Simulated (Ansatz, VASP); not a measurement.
## One calculation of SiO2, two programs

```xyz
6
Lattice="-2.4470 2.4470 3.6209 2.4470 -2.4470 3.6209 2.4470 2.4470 -3.6209" Properties=species:S:1:pos:R:3 pbc="T T T"
Si    0.0000    0.0000    0.0000
Si    0.0000    2.4470    1.8104
O     1.2235    2.9284    2.7157
O     0.4814    1.2235    0.9052
O    -1.2235    1.9656    2.7157
O    -0.4814    3.6705    0.9052
```

Alike in both runs: task single point; functional r2SCAN; k mesh 6 × 6 × 6; no spin polarisation.

|  | VASP | Ansatz |
| --- | --- | --- |
| version | VASP 6.6.1 | Ansatz 0.2.0 |
| potentials or method | VASP PAW PBE potentials, release 64 (Si, O) | plane waves, PAW |
| plane-wave cutoff (eV) | 520 | 500 |
| occupations | gaussian, width 0.01 eV | fixed |
| valence electrons in the cell | 32 | 32 |

|  | VASP | Ansatz | Ansatz less VASP |
| --- | --- | --- | --- |
| gap on the k mesh at the Fermi level (eV) | 6.71 | 6.71 | +0.001 |
| pressure (GPa) | 5.7 | 5.5 | -0.20 |
| traceless stress, the component that is largest in VASP (GPa) | -0.04 | -0.06 | -0.030 |
| rms of the force components (eV/Å) | 0.174 | 0.173 | -0.0007 |

VASP's potentials were made for PBE, not for r2SCAN. Atom by atom the forces differ by 0.001 eV/Å (rms over components).
